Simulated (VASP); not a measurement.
# TlPS4 (P6/mmm) in VASP: a series of runs

TlPS4 is run at these levels: PBE; tasks: relaxation of cell and atoms, single point.

All numbers are computed with VASP 6.6.1; they aren't measurements. Logs are shortened: lines on timing, memory, paths and dates and some standing lists are left out, and cuts for length are marked.

## (1) The cell of the first run

The structure is hexagonal, space group P6/mmm (No. 191). Conventional cell: a = 4.310 Å, b = 4.310 Å, c = 7.812 Å, α = 90.00°, β = 90.00°, γ = 120.00°. Tl (site symmetry 6/mmm) has 12 S at 3.45 Å and 2 P at 3.91 Å and 6 Tl at 4.31 Å within 4.5 Å. Within 3.8 Å of P (site symmetry 6/mmm) lie 12 S at 2.92 Å. S (site symmetry 3m) has 4 S at 2.49 to 3.05 Å and 3 P at 2.92 Å within 3.3 Å.

## (2) Relaxation of cell and atoms, PBE

Input file INCAR:

```
SYSTEM = TlPS4
  PREC = Accurate
  ENCUT = 600
  EDIFF = 1E-6
  ISMEAR = 0
  SIGMA = 0.1
  LREAL = .FALSE.
  LASPH = .TRUE.
  NELM = 100
  ALGO = Normal
  ISIF = 3
  LWAVE = .FALSE.
  LCHARG = .FALSE.
  GGA = PE
  IBRION = 2
  NSW = 100
  EDIFFG = -0.01
```

Input file KPOINTS:

```
regular mesh
0
G
  12 12 6
  0 0 0
```

Input file POSCAR:

```
TlPS4
1.0
    4.3100634447      0.0000000000      0.0000000000
   -2.1550317223      3.7326244350      0.0000000000
    0.0000000000      0.0000000000      7.8122574528
Tl P S
1 1 4
Direct
    0.0000000000      0.0000000000      0.5000000000
    0.0000000000      0.0000000000      0.0000000000
    0.6666666667      0.3333333333      0.1949539283
    0.3333333333      0.6666666667      0.8050460717
    0.3333333333      0.6666666667      0.1949539283
    0.6666666667      0.3333333333      0.8050460717
```

Potentials or basis: VASP PAW PBE potentials, release 64 (Tl_d, P, S).

Launch:

```
$ cat potpaw_PBE.64/Tl_d/POTCAR potpaw_PBE.64/P/POTCAR potpaw_PBE.64/S/POTCAR > POTCAR
$ mpirun -np 1 vasp_std > vasp.out
```

OUTCAR:

```text
SYSTEM = TlPS4
   PREC = Accurate
   ENCUT = 600
   EDIFF = 1E-6
   ISMEAR = 0
   LREAL = .FALSE.
   LASPH = .TRUE.
   NELM = 100
   ISIF = 3
   GGA = PE
   IBRION = 2
   NSW = 100
   EDIFFG = -0.01

 ion  position               nearest neighbor table
   1  0.000  0.000  0.500-   3 3.45   4 3.45   5 3.45   6 3.45   4 3.45   5 3.45   3 3.45   6 3.45
                             3 3.45   6 3.45   4 3.45   5 3.45
   2  0.000  0.000  0.000-
   3  0.667  0.333  0.195-   5 2.49   5 2.49   5 2.49   1 3.45   1 3.45   1 3.45
   4  0.333  0.667  0.805-   6 2.49   6 2.49   6 2.49   1 3.45   1 3.45   1 3.45
   5  0.333  0.667  0.195-   3 2.49   3 2.49   3 2.49   1 3.45   1 3.45   1 3.45
   6  0.667  0.333  0.805-   4 2.49   4 2.49   4 2.49   1 3.45   1 3.45   1 3.45

  LATTYP: Found a hexagonal cell.
 ALAT       =     4.3100634447
 C/A-ratio  =     1.8125620546

  Lattice vectors:

 A1 = (   4.3100634447,   0.0000000000,   0.0000000000)
 A2 = (  -2.1550317223,   3.7326244350,   0.0000000000)
 A3 = (   0.0000000000,   0.0000000000,   7.8122574528)

Analysis of symmetry for initial positions (statically):
=====================================================================
 Subroutine PRICEL returns:
 Original cell was already a primitive cell.

 Routine SETGRP: Setting up the symmetry group for a
 hexagonal supercell.

 Subroutine GETGRP returns: Found 24 space group operations
 (whereof 24 operations were pure point group operations)
 out of a pool of 24 trial point group operations.

The static configuration has the point symmetry D_6h.

Analysis of symmetry for dynamics (positions and initial velocities):
=====================================================================
 Subroutine PRICEL returns:
 Original cell was already a primitive cell.

 Routine SETGRP: Setting up the symmetry group for a
 hexagonal supercell.

 Subroutine GETGRP returns: Found 24 space group operations
 (whereof 24 operations were pure point group operations)
 out of a pool of 24 trial point group operations.

The dynamic configuration has the point symmetry D_6h.

 Subroutine INISYM returns: Found 24 space group operations
 (whereof 24 operations are pure point group operations),
 and found     1 'primitive' translations

----------------------------------------------------------------------------------------

                                     Primitive cell

  volume of cell :     125.6824

  direct lattice vectors                    reciprocal lattice vectors
     4.310063445  0.000000000  0.000000000     0.232015146  0.133954007  0.000000000
    -2.155031722  3.732624435  0.000000000     0.000000000  0.267908014  0.000000000
     0.000000000  0.000000000  7.812257453     0.000000000  0.000000000  0.128003974

  length of vectors
     4.310063445  4.310063445  7.812257453     0.267908014  0.267908014  0.128003974

  position of ions in fractional coordinates (direct lattice)
     0.000000000  0.000000000  0.500000000
     0.000000000  0.000000000  0.000000000
     0.666666667  0.333333333  0.194953928
     0.333333333  0.666666667  0.805046072
     0.333333333  0.666666667  0.194953928
     0.666666667  0.333333333  0.805046072

  ion indices of the primitive-cell ions
   primitive index   ion index
                 1           1
                 2           2
                 3           3
                 4           4
                 5           5
                 6           6

----------------------------------------------------------------------------------------

 KPOINTS: regular mesh

Automatic generation of k-mesh.
 Grid dimensions read from file:
 generate k-points for:   12   12    6

 Generating k-lattice:

  Cartesian coordinates                     Fractional coordinates (reciprocal lattice)
     0.019334596  0.011162834  0.000000000     0.083333333  0.000000000  0.000000000
     0.000000000  0.022325668  0.000000000     0.000000000  0.083333333  0.000000000
     0.000000000  0.000000000  0.021333996     0.000000000  0.000000000  0.166666667

  Length of vectors
     0.022325668  0.022325668  0.021333996

  Shift w.r.t. Gamma in fractional coordinates (k-lattice)
     0.000000000  0.000000000  0.000000000

 Subroutine IBZKPT returns following result:
 ===========================================

 Found     76 irreducible k-points:

 Following reciprocal coordinates:
            Coordinates               Weight
  0.000000  0.000000  0.000000      1.000000
  0.083333  0.000000  0.000000      6.000000
  0.166667  0.000000  0.000000      6.000000
  0.250000  0.000000  0.000000      6.000000
  0.333333  0.000000  0.000000      6.000000
  0.416667  0.000000  0.000000      6.000000
[... 16 lines left out ...]
  0.250000  0.000000  0.166667     12.000000
  0.333333  0.000000  0.166667     12.000000
 [... further k-points ...]
   k-points           NKPTS =     76   k-points in BZ     NKDIM =     76   number of bands    NBANDS=     25
   number of dos      NEDOS =    301   number of ions     NIONS =      6
   total plane-waves  NPLWV =  82944
   dimension x,y,z NGX =    36 NGY =   36 NGZ =   64
   dimension x,y,z NGXF=    72 NGYF=   72 NGZF=  128
   ions per type =               1   1   4
   NGX,Y,Z   is equivalent  to a cutoff of  13.89, 13.89, 13.62 a.u.
   NGXF,Y,Z  is equivalent  to a cutoff of  27.77, 27.77, 27.24 a.u.
 SYSTEM =  TlPS4
   PREC   = accura    normal or accurate (medium, high low for compatibility)
   ISTART =      0    job   : 0-new  1-cont  2-samecut
   ICHARG =      2    charge: 1-file 2-atom 10-const
   ISPIN  =      1    spin polarized calculation?
   LNONCOLLINEAR =      F non collinear calculations
   LSORBIT =      F    spin-orbit coupling
   LASPH  =      T    aspherical Exc in radial PAW
   ENCUT  =  600.0 eV  44.10 Ry    6.64 a.u.   8.61  8.61 15.60*2*pi/ulx,y,z
   NELM   =    100;   NELMIN=  2; NELMDL= -5     # of ELM steps
   EDIFF  = 0.1E-05   stopping-criterion for ELM
   LREAL  =      F    real-space projection
   EDIFFG = -.1E-01   stopping-criterion for IOM
   NSW    =    100    number of steps for IOM
   IBRION =      2    ionic relax: 0-MD 1-quasi-New 2-CG
   NFREE  =      1    steps in history (QN), initial steepest desc. (CG)
   ISIF   =      3    stress and relaxation
   ISYM   =      2    0-nonsym 1-usesym 2-fastsym
   POTIM  = 0.5000    time-step for ionic-motion
   TEBEG  =    0.0;   TEEND  =   0.0 temperature during run
   PSTRESS=    0.0 pullay stress
   NELECT =      42.0000    total number of electrons
   NUPDOWN=      -1.0000    fix difference up-down
   EMIN   =  10.00;   EMAX   =-10.00  energy-range for DOS
   EFERMI =   0.00;   METHOD = LEGACY
   ISMEAR =     0;   SIGMA  =   0.10  broadening in eV -4-tet -1-fermi 0-gaus
   EFERMI_NEDOS =   21; number of points for ismear=-14 and -15
   IALGO  =     38    algorithm
   IMIX   =      4    mixing-type and parameters
     AMIX     =   0.40;   BMIX     =  1.00
     AMIX_MAG =   1.60;   BMIX_MAG =  1.00
  volume/ion in A,a.u.               =      20.95       141.36
  Fermi-wavevector in a.u.,A,eV,Ry     =   1.136056  2.146835 17.559997  1.290623
  Thomas-Fermi vector in A             =   2.272761
   LORBIT       =      0    0 simple, 1 ext, 2 COOP (PROOUT), +10 PAW based schemes
   GGA     = PE    functional components
   LHFCALC =     F    Hartree Fock is set to
   AEXX    =    0.0000 exact exchange contribution
   IVDW    =     0    specifies the selected vdW correction
   LEPSILON=     F    determine dielectric tensor
   LRPA    =     F    only Hartree local field effects (RPA)
 conjugate gradient relaxation of ions
 non-spin polarized calculation
 Gauss-broadening in eV      SIGMA  =   0.10
  energy-cutoff  :      600.00
  volume of cell :      125.68
 maximum number of plane-waves:      4219
 NGX is ok and might be reduce to    36
   NGX = 17   NGY = 17   NGZ = 31

--------------------------------------- Ionic step        1  -------------------------------------------

 number of electron      42.0000007 magnetization

 Free energy of the ion-electron system (eV)
  ---------------------------------------------------
  ext. energy  EPLUGINS =         0.00000000
  ---------------------------------------------------
  free energy    TOTEN  =       -20.02605057 eV

  energy without entropy =      -20.01100934  energy(sigma->0) =      -20.01852996

 E-fermi :   5.7931     XC(G=0):  -9.9826

 val. band max:        5.7805989674   @ k =   0.5000   0.0000   0.5000
 cond. band min:       5.7956012154   @ k =   0.2500   0.0000   0.5000
 fundamental gap:      0.0150022480
 Fermi energy:         5.7930638210

 k-point     1 :       0.0000    0.0000    0.0000
  band No.  band energies     occupation
      1     -10.1082      2.00000
      2      -9.1638      2.00000
      3      -5.3456      2.00000
      4      -5.3456      2.00000
      5      -5.3240      2.00000
      6      -5.2912      2.00000
[... 661 lines left out ...]
     24       7.1160      0.00000
     25       7.4113      0.00000

 [... further k-points ...]

------------------------ aborting loop because EDIFF is reached ----------------------------------------

  FORCE on cell =-STRESS in cart. coord.  units (eV):
  Direction    XX          YY          ZZ          XY          YZ          ZX
  --------------------------------------------------------------------------------------
  -------------------------------------------------------------------------------------
  Total       -0.7334059     -0.7334059      0.1001039     -0.0000000     -0.0000000     -0.0000000
  in kB       -9.3493294     -9.3493294      1.2761064     -0.0000000     -0.0000000     -0.0000000
  external PRESSURE =      -5.8075175 kB  Pullay stress =       0.0000000 kB
[... 101 lines left out ...]
  FREE ENERGIE OF THE ION-ELECTRON SYSTEM (eV)
  ---------------------------------------------------
  free  energy   TOTEN  =       -20.0316701063 eV

  energy  without entropy=      -20.0166469555  energy(sigma->0) =      -20.02415853

[... ionic steps 4 to 8 ...]

--------------------------------------- Ionic step        9  -------------------------------------------

 number of electron      42.0000004 magnetization

------------------------ aborting loop because EDIFF is reached ----------------------------------------
[... 75 lines left out ...]
--------------------------------------- Ionic step       11  -------------------------------------------

 number of electron      42.0000004 magnetization

 Free energy of the ion-electron system (eV)
  ---------------------------------------------------
  ext. energy  EPLUGINS =         0.00000000
  ---------------------------------------------------
  free energy    TOTEN  =       -20.03382030 eV

  energy without entropy =      -20.01780628  energy(sigma->0) =      -20.02581329

 E-fermi :   5.9511     XC(G=0): -10.0375

 val. band max:        5.9411320066   @ k =   0.1667   0.0833   0.5000
 cond. band min:       5.9516109224   @ k =   0.3333   0.0833   0.5000
 fundamental gap:      0.0104789158
 Fermi energy:         5.9511371801

 k-point     1 :       0.0000    0.0000    0.0000
  band No.  band energies     occupation
      1     -10.0724      2.00000
      2      -9.1952      2.00000
      3      -5.2329      2.00000
      4      -5.2329      2.00000
      5      -5.2104      2.00000
      6      -5.1746      2.00000
[... 661 lines left out ...]
     24       7.2756      0.00000
     25       7.5823      0.00000

 [... further k-points ...]

------------------------ aborting loop because EDIFF is reached ----------------------------------------

  FORCE on cell =-STRESS in cart. coord.  units (eV):
  Direction    XX          YY          ZZ          XY          YZ          ZX
  --------------------------------------------------------------------------------------
  -------------------------------------------------------------------------------------
  Total        0.0402486      0.0402486     -0.0314090      0.0000000      0.0000000      0.0000000
  in kB        0.5191645      0.5191645     -0.4051435      0.0000000      0.0000000      0.0000000
  external PRESSURE =       0.2110618 kB  Pullay stress =       0.0000000 kB
[... 21 lines left out ...]
  FREE ENERGIE OF THE ION-ELECTRON SYSTEM (eV)
  ---------------------------------------------------
  free  energy   TOTEN  =       -20.0338202964 eV

  energy  without entropy=      -20.0178062842  energy(sigma->0) =      -20.02581329

 reached required accuracy - stopping structural energy minimisation
```

Run time: 48 min. Hardware: 1 thread of AMD EPYC, shared host; peak memory 0.46 GiB.

Results:

| Quantity | Value |
| --- | --- |
| Free energy | -20.0338 eV |
| Relaxed volume | 20.70 Å³/atom |
| Relaxed cell | a = 4.273 Å, b = 4.273 Å, c = 7.856 Å, α = 90.00°, β = 90.00°, γ = 120.00° |
| Space group after relaxing (to 0.05 Å) | P6/mmm (No. 191) |
| Energy gained by relaxing | 1.3 meV/atom |
| Ionic steps | 11 |
| Pressure after relaxing | 0.0 GPa |
| Band gap on the k mesh | zero (band 21 reaches 6.35 eV, above the bottom of band 22 at 5.04 eV) |

The path:
| step | energy change (eV) | largest force (eV/Å) | pressure (GPa) | volume (Å³) |
| --- | --- | --- | --- | --- |
| 1 | 0.0000 | 0.0510 | -0.58 | 125.68 |
| 2 | -0.0054 | 0.0555 | 0.05 | 124.30 |
| 3 | -0.0056 | 0.0570 | 0.19 | 124.00 |
| 4 | -0.0068 | 0.0397 | 0.09 | 124.24 |
| 5 | -0.0075 | 0.0164 | -0.04 | 124.57 |
| 6 | -0.0075 | 0.0154 | -0.04 | 124.58 |
| 7 | -0.0074 | 0.0142 | -0.06 | 124.60 |
| 8 | -0.0076 | 0.0114 | -0.03 | 124.46 |
| 9 | -0.0077 | 0.0033 | 0.10 | 124.05 |
| 10 | -0.0077 | 0.0054 | 0.07 | 124.17 |
| 11 | -0.0078 | 0.0008 | 0.02 | 124.21 |

Final structure:
```
Tl P S
1.0
     4.27274    0.00000    0.00000
    -2.13637    3.70030    0.00000
     0.00000    0.00000    7.85619
Tl P S
1 1 4
Direct
  0.00000 0.00000 0.50000
  0.00000 0.00000 0.00000
  0.66667 0.33333 0.19722
  0.33333 0.66667 0.80278
  0.33333 0.66667 0.19722
  0.66667 0.33333 0.80278
```

Levels at points of the mesh, in eV from the Fermi level:
```tsv
k point	band 18	band 19	band 20	band 21	band 22	band 23	band 24	band 25
(0.00, 0.00, 0.00)	-3.10	-2.52	-1.04	-0.72	-0.72	-0.38	0.85	2.19
(0.50, 0.00, 0.00)	-1.91	-1.16	-0.24	0.01	1.15	1.21	1.23	1.80
(0.00, 0.00, 0.50)	-3.05	-2.34	-0.93	-0.93	-0.91	0.58	0.66	2.65
(0.50, 0.00, 0.50)	-2.01	-0.56	-0.08	0.40	1.08	1.19	1.79	2.28
```

Caveat: spin-orbit coupling is left out, which moves the levels of the heavy elements.

## (3) Single point, PBE

This run uses another cell than the first one, of 20.55 Å³/atom, 0.981 times its volume.

Input file INCAR:

```
SYSTEM = TlPS4
ALGO = Normal
EDIFF = 1E-7
ENCUT = 520
GGA = PE
ISIF = 2
ISMEAR = 0
LASPH = .TRUE.
LCHARG = .TRUE.
LELF = .TRUE.
LREAL = .FALSE.
LVHAR = .TRUE.
LWAVE = .FALSE.
NBANDS = 30
NELM = 80
PREC = Accurate
SIGMA = 0.1
```

Input file KPOINTS:

```
k-points
0
G
  6 6 2
  0 0 0
```

Input file POSCAR:

```
TlPS4
1.0
    4.0026343800      0.0000000000      0.0000000000
   -2.0013171900      3.4663830500      0.0000000000
    0.0000000000      0.0000000000      8.8875497400
Tl P S
1 1 4
Direct
    0.0000000000      0.0000000000      0.5000000000
    0.0000000000      0.0000000000      0.0000000000
    0.6666666700      0.3333333300      0.2336920100
    0.3333333300      0.6666666700      0.7663079900
    0.3333333300      0.6666666700      0.2336920100
    0.6666666700      0.3333333300      0.7663079900
```

Potentials or basis: VASP PAW PBE potentials, release 64 (Tl_d, P, S).

Launch:

```
$ cat potpaw_PBE.64/Tl_d/POTCAR potpaw_PBE.64/P/POTCAR potpaw_PBE.64/S/POTCAR > POTCAR
$ mpirun -np 1 vasp_std > vasp.out
```

Run time: 33 s. Hardware: 1 thread of Intel Xeon 6975P-C (Granite Rapids), shared host; peak memory 0.25 GiB.

It converged, with:

```yaml
Free_energy: -18.6254 eV
Pressure: 3.7 GPa
Largest_force: 0.689 eV/Å
Band_gap_on_the_k_mesh: zero (band 21 reaches 6.58 eV, above the bottom of band 22 at 5.55 eV)
```

Forces on the atoms (eV/Å):
```
Tl   0.000  0.000  0.000
P    0.000  0.000  0.000
S    0.000  0.000 -0.689
S    0.000  0.000  0.689
S    0.000  0.000 -0.689
S    0.000  0.000  0.689
```

Stress tensor (GPa, compression positive):
```
 7.80  0.00  0.00
 0.00  7.80  0.00
 0.00  0.00 -4.35
```

Levels at points of the mesh, in eV from the Fermi level:
```csv
k point,band 18,band 19,band 20,band 21,band 22,band 23,band 24,band 25
"(0.00, 0.00, 0.00)",-1.57,-1.57,-0.57,-0.57,0.17,0.31,0.62,1.44
"(0.50, 0.00, 0.00)",-2.36,-1.56,-0.64,-0.17,0.88,2.11,2.19,2.88
"(0.00, 0.00, 0.50)",-1.46,-1.46,-0.79,-0.79,0.32,0.45,1.10,1.66
"(0.50, 0.00, 0.50)",-1.99,-1.17,-0.09,0.57,0.88,1.79,2.16,2.17
```

Caveat: spin-orbit coupling is left out, which moves the levels of the heavy elements.

## (4) Single point, PBE

Input file INCAR:

```
SYSTEM = TlPS4
ALGO = Normal
EDIFF = 1E-6
ENCUT = 520
GGA = PE
ISIF = 2
ISMEAR = 0
LASPH = .True.
LCHARG = .False.
LREAL = .False.
LWAVE = .False.
NBANDS = 30
NELM = 100
PREC = Accurate
SIGMA = 0.1
```

Input file KPOINTS:

```
k-points
0
Gamma
  6 6 2
  0 0 0
```

Input file POSCAR:

```
TlPS4
1.0
    4.3100634447      0.0000000000      0.0000000000
   -2.1550317223      3.7326244350      0.0000000000
    0.0000000000      0.0000000000      7.8122574528
Tl P S
1 1 4
Direct
    0.0000000000      0.0000000000      0.5000000000
    0.0000000000      0.0000000000      0.0000000000
    0.6666666667      0.3333333333      0.1949539283
    0.3333333333      0.6666666667      0.8050460717
    0.3333333333      0.6666666667      0.1949539283
    0.6666666667      0.3333333333      0.8050460717
```

Launch:

```
$ cat potpaw_PBE.64/Tl_d/POTCAR potpaw_PBE.64/P/POTCAR potpaw_PBE.64/S/POTCAR > POTCAR
$ mpirun -np 1 vasp_std > vasp.out
```

Wall time 23 s (1 thread of Intel Xeon 6975P-C (Granite Rapids), shared host); peak memory 0.25 GiB.

The run converged. Its results:

```yaml
Free_energy: -20.0315 eV
Pressure: -0.2 GPa
Band_gap_on_the_k_mesh: zero (band 21 reaches 6.06 eV, above the bottom of band 22 at 4.94 eV)
```

Levels at points of the mesh, in eV from the Fermi level:
```tsv
k point	band 19	band 20	band 21	band 22	band 23	band 24
(0.00, 0.00, 0.00)	-2.45	-1.01	-0.53	-0.53	-0.28	1.04
(0.50, 0.00, 0.00)	-0.87	-0.05	0.07	1.21	1.35	1.39
(0.00, 0.00, 0.50)	-2.10	-0.89	-0.73	-0.73	0.71	0.84
(0.50, 0.00, 0.50)	-0.34	0.11	0.39	1.15	1.34	1.82
```

Caveat: the k points lie up to 0.40 Å⁻¹ apart; spin-orbit coupling is left out, which moves the levels of the heavy elements.

(Part 1 of 2 ends here.)
